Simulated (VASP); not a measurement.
Write the native input for VASP 6.6.1 that does the following.

```
Task                   : electric field gradients
Functional             : PBE
Potentials or basis    : VASP PAW PBE potentials, release 64 (In_d, Pd_sv_GW)
Cutoff                 : 470 eV
k mesh                 : 9 × 9 × 9
Occupations            : fermi-dirac, width 0.05 eV
Spin                   : no spin polarisation
Dipole correction      : no
Further INCAR settings : ALGO = Normal; EDIFF = 1e-08; NBANDS = 22
```

The structure of InPd lies in POSCAR:

```
InPd
1.0
    3.2718847800      0.0000000000      0.0000000000
    0.0000000000      3.2718847800      0.0000000000
    0.0000000000      0.0000000000      3.2718847800
In Pd
1 1
Direct
   -0.1050000000     -0.1050000000     -0.1050000000
    0.6050000000      0.6050000000      0.6050000000
```

This cell differs from its parent crystal: shortest bond scaled by 0.58.

These files were run (other wordings do the same):

INCAR

```
ALGO = Normal ; EDIFF = 1E-8
ENCUT = 470 ; GGA = PE
GGA_COMPAT = F ; ISIF = 2
ISMEAR = -1 ; LASPH = T
LCHARG = F ; LEFG = T
LREAL = F ; LWAVE = F
NBANDS = 22 ; NELM = 120
PREC = Accurate ; SIGMA = 0.05
```

KPOINTS

```
k-points
0
Gamma
  9 9 9
```

Potentials or basis: VASP PAW PBE potentials, release 64 (In_d, Pd_sv_GW).

Launch:

```sh
$ cat potpaw_PBE.64/In_d/POTCAR potpaw_PBE.64/Pd_sv_GW/POTCAR > POTCAR
$ mpirun -np 1 vasp_std > vasp.out
```

It gave:

```
Pressure                                : 159.1 GPa
Largest force                           : 59.144 eV/Å
Band gap on the k mesh                  : zero (an odd number of electrons rules out a gap without spin polarisation)
Largest electric field gradient by atom : In -192.9; Pd +63.3 V/Å²
```

Caveat: the cell differs from its parent crystal (shortest bond scaled by 0.58); atoms lie so close that the PAW spheres overlap strongly, which falsifies energies and pressures; the cell stands under pressure; without QUAD_EFG the Cq values of the log hold for a quadrupole moment of 1 mb, not for the nuclei; spin-orbit coupling is left out, which moves the levels of the heavy elements; forces of over 1 eV/Å act on the atoms, so gaps and moduli don't describe the material at rest.

Run time: 53 s on 1 thread of AMD EPYC 7R13 Processor (Zen 3) (shared host), peak memory 0.17 GiB.
